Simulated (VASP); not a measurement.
# TaHgS3 (Cmc2_1) in VASP: single point with r2SCAN

Aim: the single point of TaHgS3 with r2SCAN.

Program: VASP 6.6.1. These are calculated values, not measurements. Logs are shortened: lines on timing, memory, paths and dates and some standing lists are left out, and cuts for length are marked.

**1. The cell of the first run**

The structure is orthorhombic, space group Cmc2_1 (No. 36). Conventional cell: a = 3.452 Å, b = 14.378 Å, c = 7.923 Å, α = 90.00°, β = 90.00°, γ = 90.00°. Within 3.2 Å of Hg (site symmetry m) lie 6 S at 2.43 to 3.15 Å. Within 3.2 Å of S (site symmetry m) lie 2 Hg at 2.43 to 2.59 Å and 2 Ta at 2.55 Å. S (site symmetry m) has 3 Ta at 2.55 to 2.72 Å and 5 S at 2.77 to 3.23 Å and 2 Hg at 3.15 Å within 3.4 Å. S (site symmetry m) has 3 Ta at 2.59 to 2.77 Å and 5 S at 2.77 to 3.25 Å and 2 Hg at 2.99 Å within 3.4 Å. Within 3.4 Å of Ta (site symmetry m) lie 8 S at 2.55 to 2.77 Å.

**2. Single point, r2SCAN**

Input file POSCAR:

```
TaHgS3
1.0
    3.4515530000      0.0000000000      0.0000000000
    1.7257760000     -7.1888010000      0.0000000000
    0.0000000000      0.0000000000     -7.9231820000
Hg S Ta
2 6 2
Direct
    0.9980000000      0.0040000000      0.7500000000
    0.0020000000      0.9960000000      0.2500000000
    0.8930000000      0.2140000000      0.0150000000
    0.1070000000      0.7860000000      0.5150000000
    0.6750000000      0.6500000000      0.8360000000
    0.3250000000      0.3500000000      0.3360000000
    0.6680000000      0.6640000000      0.1860000000
    0.3320000000      0.3360000000      0.6860000000
    0.2621000000      0.4758000000      0.0120000000
    0.7379000000      0.5242000000      0.5120000000
```

Input file INCAR.step1:

```
PREC = Accurate ; ENCUT = 520
ISMEAR = -1 ; SIGMA = 0.1
LREAL = F ; LASPH = T
NELM = 80 ; NBANDS = 52
GGA = PE ; ALGO = Normal
EDIFF = 1E-4 ; LWAVE = T
LCHARG = F
```

Input file INCAR.step2:

```
PREC = Accurate ; ENCUT = 520
EDIFF = 1E-7 ; ISMEAR = -1
SIGMA = 0.1 ; LREAL = F
LASPH = T ; NELM = 80
ALGO = Normal ; ISIF = 2
LWAVE = F ; LCHARG = T
METAGGA = R2SCAN ; LMIXTAU = T
LELF = T ; LVHAR = T
NBANDS = 52 ; ISTART = 1
```

Input file KPOINTS:

```
Automatic mesh
0
Gamma
  5 5 3
```

Potentials or basis: VASP PAW PBE potentials, release 64 (Hg, S, Ta_pv).

Run with:

```sh
$ cat potpaw_PBE.64/Hg/POTCAR potpaw_PBE.64/S/POTCAR potpaw_PBE.64/Ta_pv/POTCAR > POTCAR
$ cp INCAR.step1 INCAR
$ mpirun -np 1 vasp_std > vasp.out
$ cp INCAR.step2 INCAR
$ mpirun -np 1 vasp_std > vasp.out
```

OUTCAR:

```text
PREC = Accurate
   ENCUT = 520
   EDIFF = 1E-7
   ISMEAR = -1
   LREAL = F
   LASPH = T
   NELM = 80
   ISIF = 2
   METAGGA = R2SCAN
   ISTART = 1

 ion  position               nearest neighbor table
   1  0.998  0.004  0.750-   4 2.43   3 2.59   8 2.99   8 2.99   5 3.15   5 3.15
   2  0.002  0.996  0.250-   3 2.43   4 2.59   7 2.99   7 2.99   6 3.15   6 3.15
   3  0.893  0.214  0.015-   2 2.43   9 2.55   9 2.55   1 2.59
   4  0.107  0.786  0.515-   1 2.43  10 2.55  10 2.55   2 2.59
   5  0.675  0.650  0.836-   9 2.55   9 2.55  10 2.72   7 2.77   1 3.15   1 3.15
   6  0.325  0.350  0.336-  10 2.55  10 2.55   9 2.72   8 2.77   2 3.15   2 3.15
   7  0.668  0.664  0.186-   9 2.59   9 2.59  10 2.77   5 2.77   2 2.99   2 2.99
   8  0.332  0.336  0.686-  10 2.59  10 2.59   9 2.77   6 2.77   1 2.99   1 2.99
   9  0.262  0.476  0.012-   5 2.55   5 2.55   3 2.55   3 2.55   7 2.59   7 2.59   6 2.72   8 2.77

  10  0.738  0.524  0.512-   6 2.55   6 2.55   4 2.55   4 2.55   8 2.59   8 2.59   5 2.72   7 2.77

  LATTYP: Found a base centered orthorhombic cell.
 ALAT       =     3.4515530000
 B/A-ratio  =     4.1655457703
 C/A-ratio  =     2.2955411665

  Lattice vectors:

 A1 = (   1.7257770000,   7.1888010000,   0.0000000000)
 A2 = (   1.7257760000,  -7.1888010000,   0.0000000000)
 A3 = (   0.0000000000,   0.0000000000,  -7.9231820000)

Analysis of symmetry for initial positions (statically):
=====================================================================
 Subroutine PRICEL returns:
 Original cell was already a primitive cell.

 Routine SETGRP: Setting up the symmetry group for a
 base centered orthorhombic supercell.

 Subroutine GETGRP returns: Found  4 space group operations
 (whereof  2 operations were pure point group operations)
 out of a pool of  8 trial point group operations.

The static configuration has the point symmetry C_1h.
 The point group associated with its full space group is C_2v.

Analysis of symmetry for dynamics (positions and initial velocities):
=====================================================================
 Subroutine PRICEL returns:
 Original cell was already a primitive cell.

 Routine SETGRP: Setting up the symmetry group for a
 base centered orthorhombic supercell.

 Subroutine GETGRP returns: Found  4 space group operations
 (whereof  2 operations were pure point group operations)
 out of a pool of  8 trial point group operations.

The dynamic configuration has the point symmetry C_1h.
 The point group associated with its full space group is C_2v.

 Subroutine INISYM returns: Found  4 space group operations
 (whereof  2 operations are pure point group operations),
 and found     1 'primitive' translations

----------------------------------------------------------------------------------------

                                     Primitive cell

  volume of cell :     196.5942

  direct lattice vectors                    reciprocal lattice vectors
     3.451553000  0.000000000  0.000000000     0.289724654  0.069552608  0.000000000
     1.725776000 -7.188801000  0.000000000     0.000000000 -0.139105256  0.000000000
     0.000000000  0.000000000 -7.923182000     0.000000000  0.000000000 -0.126211918

  length of vectors
     3.451553000  7.393048263  7.923182000     0.297956273  0.139105256  0.126211918

  position of ions in fractional coordinates (direct lattice)
     0.998000000  0.004000000  0.750000000
     0.002000000  0.996000000  0.250000000
     0.893000000  0.214000000  0.015000000
     0.107000000  0.786000000  0.515000000
     0.675000000  0.650000000  0.836000000
     0.325000000  0.350000000  0.336000000
     0.668000000  0.664000000  0.186000000
     0.332000000  0.336000000  0.686000000
     0.262100000  0.475800000  0.012000000
     0.737900000  0.524200000  0.512000000

  ion indices of the primitive-cell ions
   primitive index   ion index
                 1           1
                 2           2
                 3           3
                 4           4
                 5           5
                 6           6
                 7           7
                 8           8
                 9           9
                10          10

----------------------------------------------------------------------------------------

 KPOINTS: Automatic mesh

Automatic generation of k-mesh.
 Grid dimensions read from file:
 generate k-points for:    5    5    3

 Generating k-lattice:

  Cartesian coordinates                     Fractional coordinates (reciprocal lattice)
     0.057944931  0.013910522  0.000000000     0.200000000  0.000000000  0.000000000
     0.000000000 -0.027821051  0.000000000     0.000000000  0.200000000  0.000000000
     0.000000000  0.000000000 -0.042070639     0.000000000  0.000000000  0.333333333

  Length of vectors
     0.059591255  0.027821051  0.042070639

  Shift w.r.t. Gamma in fractional coordinates (k-lattice)
     0.000000000  0.000000000  0.000000000

 Subroutine IBZKPT returns following result:
 ===========================================

 Found     18 irreducible k-points:

 Following reciprocal coordinates:
            Coordinates               Weight
  0.000000  0.000000  0.000000      1.000000
  0.200000 -0.000000  0.000000      4.000000
  0.400000  0.000000  0.000000      4.000000
  0.000000  0.200000  0.000000      2.000000
  0.400000  0.200000  0.000000      2.000000
 -0.400000  0.200000  0.000000      4.000000
[... 10 lines left out ...]
  0.000000  0.400000  0.333333      4.000000
 -0.200000  0.400000  0.333333      4.000000
   k-points           NKPTS =     18   k-points in BZ     NKDIM =     18   number of bands    NBANDS=     52
   number of dos      NEDOS =    301   number of ions     NIONS =     10
   total plane-waves  NPLWV =  94080
   dimension x,y,z NGX =    28 NGY =   56 NGZ =   60
   dimension x,y,z NGXF=    56 NGYF=  112 NGZF=  120
   ions per type =               2   6   2
   NGX,Y,Z   is equivalent  to a cutoff of  13.49, 12.59, 12.59 a.u.
   NGXF,Y,Z  is equivalent  to a cutoff of  26.97, 25.19, 25.18 a.u.
 SYSTEM =  unknown system
   PREC   = accura    normal or accurate (medium, high low for compatibility)
   ISTART =      1    job   : 0-new  1-cont  2-samecut
   ICHARG =      0    charge: 1-file 2-atom 10-const
   ISPIN  =      1    spin polarized calculation?
   LNONCOLLINEAR =      F non collinear calculations
   LSORBIT =      F    spin-orbit coupling
   LASPH  =      T    aspherical Exc in radial PAW
   ENCUT  =  520.0 eV  38.22 Ry    6.18 a.u.   6.42 13.75 14.73*2*pi/ulx,y,z
   NELM   =     80;   NELMIN=  2; NELMDL=  0     # of ELM steps
   EDIFF  = 0.1E-06   stopping-criterion for ELM
   LREAL  =      F    real-space projection
   EDIFFG = 0.1E-05   stopping-criterion for IOM
   NSW    =      0    number of steps for IOM
   IBRION =     -1    ionic relax: 0-MD 1-quasi-New 2-CG
   NFREE  =      0    steps in history (QN), initial steepest desc. (CG)
   ISIF   =      2    stress and relaxation
   ISYM   =      2    0-nonsym 1-usesym 2-fastsym
   POTIM  = 0.5000    time-step for ionic-motion
   TEBEG  =    0.0;   TEEND  =   0.0 temperature during run
   PSTRESS=    0.0 pullay stress
   NELECT =      82.0000    total number of electrons
   NUPDOWN=      -1.0000    fix difference up-down
   EMIN   =  10.00;   EMAX   =-10.00  energy-range for DOS
   EFERMI =   0.00;   METHOD = LEGACY
   ISMEAR =    -1;   SIGMA  =   0.10  broadening in eV -4-tet -1-fermi 0-gaus
   EFERMI_NEDOS =   21; number of points for ismear=-14 and -15
   IALGO  =     38    algorithm
   IMIX   =      4    mixing-type and parameters
     AMIX     =   0.40;   BMIX     =  1.00
     AMIX_MAG =   1.60;   BMIX_MAG =  1.00
  volume/ion in A,a.u.               =      19.66       132.67
  Fermi-wavevector in a.u.,A,eV,Ry     =   1.223177  2.311469 20.356513  1.496161
  Thomas-Fermi vector in A             =   2.358297
   LORBIT       =      0    0 simple, 1 ext, 2 COOP (PROOUT), +10 PAW based schemes
   METAGGA = R2SCAN    functional components
   LHFCALC =     F    Hartree Fock is set to
   AEXX    =    0.0000 exact exchange contribution
   IVDW    =     0    specifies the selected vdW correction
   LEPSILON=     F    determine dielectric tensor
   LRPA    =     F    only Hartree local field effects (RPA)
 non-spin polarized calculation
  energy-cutoff  :      520.00
  volume of cell :      196.59
 maximum number of plane-waves:      5322
 NGX is ok and might be reduce to    28
   NGX = 13   NGY = 27   NGZ = 29

 number of electron      82.0000004 magnetization

 Free energy of the ion-electron system (eV)
  ---------------------------------------------------
  ext. energy  EPLUGINS =         0.00000000
  ---------------------------------------------------
  free energy    TOTEN  =      -250.18977728 eV

  energy without entropy =     -250.04701102  energy(sigma->0) =     -250.11839415

 E-fermi :   5.6742     XC(G=0): -11.2241

 val. band max:        5.6735309074   @ k =   0.0000   0.0000   0.3333
 cond. band min:       5.6823309837   @ k =   0.0000   0.4000   0.0000
 fundamental gap:      0.0088000763
 Fermi energy:         5.6741835013

 k-point     1 :       0.0000    0.0000    0.0000
  band No.  band energies     occupation
      1     -31.6472      2.00000
      2     -31.6433      2.00000
      3     -31.6191      2.00000
      4     -31.6023      2.00000
      5     -31.5999      2.00000
      6     -31.5972      2.00000
[... 44 lines left out ...]
     51       8.5989      0.00000
     52       8.8890      0.00000

 k-point     2 :       0.2000   -0.0000    0.0000
  band No.  band energies     occupation
      1     -31.6544      2.00000
      2     -31.6526      2.00000
      3     -31.6393      2.00000
      4     -31.6361      2.00000
      5     -31.6108      2.00000
      6     -31.5932      2.00000
[... 44 lines left out ...]
     51       8.5007      0.00000
     52       9.2909      0.00000
[... 823 lines left out ...]
     51       8.4394      0.00000
     52       8.8347      0.00000

 k-point    18 :      -0.2000    0.4000    0.3333
  band No.  band energies     occupation
      1     -31.6542      2.00000
      2     -31.6533      2.00000
      3     -31.6384      2.00000
      4     -31.6368      2.00000
      5     -31.6063      2.00000
      6     -31.5975      2.00000
[... 44 lines left out ...]
     51       8.9000      0.00000
     52       9.1014      0.00000

------------------------ aborting loop because EDIFF is reached ----------------------------------------

  FORCE on cell =-STRESS in cart. coord.  units (eV):
  Direction    XX          YY          ZZ          XY          YZ          ZX
  --------------------------------------------------------------------------------------
  -------------------------------------------------------------------------------------
  Total       -6.1304939      0.9053427      0.8755673      0.0000001      0.0000000      0.0000000
  in kB      -49.9614925      7.3782426      7.1355830      0.0000005      0.0000000      0.0000000
  external PRESSURE =     -11.8158890 kB  Pullay stress =       0.0000000 kB

 VOLUME and BASIS-vectors are now :
 -----------------------------------------------------------------------------
  energy-cutoff  :      520.00
  volume of cell :      196.59
      direct lattice vectors                 reciprocal lattice vectors
     3.451553000  0.000000000  0.000000000     0.289724654  0.069552608  0.000000000
     1.725776000 -7.188801000  0.000000000     0.000000000 -0.139105256  0.000000000
     0.000000000  0.000000000 -7.923182000     0.000000000  0.000000000 -0.126211918

 POSITION                                       TOTAL-FORCE (eV/Angst)
 -----------------------------------------------------------------------------------
      3.45155     -0.02876     -5.94239        -0.000000     -0.336885     -0.584440
      1.72578     -7.16005     -1.98080         0.000000      0.336885     -0.584440
      3.45155     -1.53840     -0.11885        -0.000000     -0.968628      0.651915
      1.72578     -5.65040     -4.08044         0.000000      0.968628      0.651915
      3.45155     -4.67272     -6.62378         0.000000      0.180812      0.205034
      1.72578     -2.51608     -2.66219        -0.000000     -0.180812      0.205034
      3.45155     -4.77336     -1.47371         0.000000      0.718099     -0.136451
      1.72578     -2.41544     -5.43530        -0.000000     -0.718099     -0.136451
      1.72578     -3.42043     -0.09508         0.000000      0.290176     -0.136058
      3.45155     -3.76837     -4.05667        -0.000000     -0.290176     -0.136058
 -----------------------------------------------------------------------------------
    total drift:                               -0.000000     -0.000000      0.000924

  FREE ENERGIE OF THE ION-ELECTRON SYSTEM (eV)
  ---------------------------------------------------
  free  energy   TOTEN  =      -250.1897772787 eV

  energy  without entropy=     -250.0470110222  energy(sigma->0) =     -250.11839415
```

Wall time 16 min (1 thread of Oxide Virtual Turin-like, shared host); peak memory 0.4 GiB.

Results:

```yaml
Free_energy: -250.1898 eV
Pressure: -1.2 GPa
Largest_force: 1.168 eV/Å
Band_gap_on_the_k_mesh: zero (band 41 reaches 5.98 eV, above the bottom of band 42 at 5.13 eV)
```

Forces in eV/Å, atoms in the order of the input:
```
Hg   0.000 -0.337 -0.584
Hg   0.000  0.337 -0.584
S    0.000 -0.969  0.652
S    0.000  0.969  0.652
S    0.000  0.181  0.205
S    0.000 -0.181  0.205
S    0.000  0.718 -0.136
S    0.000 -0.718 -0.136
Ta   0.000  0.290 -0.136
Ta   0.000 -0.290 -0.136
```

Levels at points of the mesh, in eV from the Fermi level:
```csv
k point,band 39,band 40,band 41,band 42,band 43,band 44
"(0.00, 0.00, 0.00)",-1.85,-1.48,-1.13,-0.54,0.16,0.93
```

Caveat: the k points lie up to 0.37 Å⁻¹ apart; the PAW data sets were made with another functional, which shifts forces and pressure a little; spin-orbit coupling is left out, which moves the levels of the heavy elements.
